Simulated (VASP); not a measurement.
A run of VASP 6.6.1 is set up as follows.

The input INCAR:

```
SYSTEM = HfN
PREC = Accurate ; ENCUT = 600
EDIFF = 1E-6 ; ISMEAR = -1
SIGMA = 0.08 ; LREAL = .False.
LASPH = .True. ; NELM = 80
ALGO = Normal ; ISIF = 3
LWAVE = .False. ; LCHARG = .False.
GGA = PE ; IBRION = 2
NSW = 60 ; EDIFFG = -0.005
PSTRESS = 220.0
```

File KPOINTS:

```
regular mesh
0
Gamma
  13 13 13
  0 0 0
```

POSCAR

```
HfN
1.0
    2.7386350079      0.0000000000      0.0000000000
    0.0000000000      2.7386350079      0.0000000000
    0.0000000000      0.0000000000      2.7386350079
Hf N
1 1
Direct
    0.0000000000      0.0000000000      0.0000000000
    0.5000000000      0.5000000000      0.5000000000
```

Potentials or basis: VASP PAW PBE potentials, release 64 (Hf_pv, N).

Launch:

```console
$ cat potpaw_PBE.64/Hf_pv/POTCAR potpaw_PBE.64/N/POTCAR > POTCAR
$ mpirun -np 1 vasp_std > vasp.out
```

Predict the relaxed volume.

10.31 Å³/atom.

Estimate the relaxed cell.

a = 2.742 Å, b = 2.742 Å, c = 2.742 Å, α = 90.00°, β = 90.00°, γ = 90.00°.

What does it give for the space group after relaxing (to 0.1 Å)?

Pm-3m (No. 221).

The path:
| step | energy change (eV) | largest force (eV/Å) | pressure (GPa) | volume (Å³) |
| --- | --- | --- | --- | --- |
| 1 | 0.0000 | 0.0000 | 23.27 | 20.54 |
| 2 | -0.0323 | 0.0000 | 19.46 | 20.78 |
| 3 | -0.0111 | 0.0000 | 22.00 | 20.62 |

Caveat: the cell is relaxed towards a set pressure, so the run minimises the enthalpy, not the energy.
